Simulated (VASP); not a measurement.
Input of a VASP 6.6.1 run:

The input INCAR:

```
SYSTEM = PbS
ALGO = Normal
EDIFF = 1E-6
ENCUT = 520
GGA = PE
ISIF = 2
ISMEAR = 0
LASPH = .True.
LCHARG = .False.
LREAL = .False.
LWAVE = .False.
NBANDS = 17
NELM = 100
PREC = Accurate
SIGMA = 0.03
```

File KPOINTS:

```
k-points
0
Gamma
  10 10 10
  0 0 0
```

The input POSCAR:

```
PbS
1.0
    0.0000000000      2.9650000000      2.9650000000
    2.9650000000      0.0000000000      2.9650000000
    2.9650000000      2.9650000000      0.0000000000
Pb S
1 1
Direct
    0.0000000000      0.0000000000      0.0000000000
    0.4578414840      0.4578414840      0.5421585160
```

Potentials or basis: VASP PAW PBE potentials, release 64 (Pb_d, S).

The run is started by

```sh
$ cat potpaw_PBE.64/Pb_d/POTCAR potpaw_PBE.64/S/POTCAR > POTCAR
$ mpirun -np 1 vasp_std > vasp.out
```

Estimate the band gap on the k mesh.

0.84 eV.

What does it give for the pressure?

3.2 GPa.

Stress tensor (GPa, compression positive):
```
2.31 0.00 0.00
0.00 2.31 0.00
0.00 0.00 5.04
```

Caveat: the cell differs from its parent crystal (all S atoms moved -0.250 Å, as atom 2 along Cartesian [0 0 1]); the cell stands under pressure; spin-orbit coupling is left out, which moves the levels of the heavy elements. A k mesh can miss the band edges.
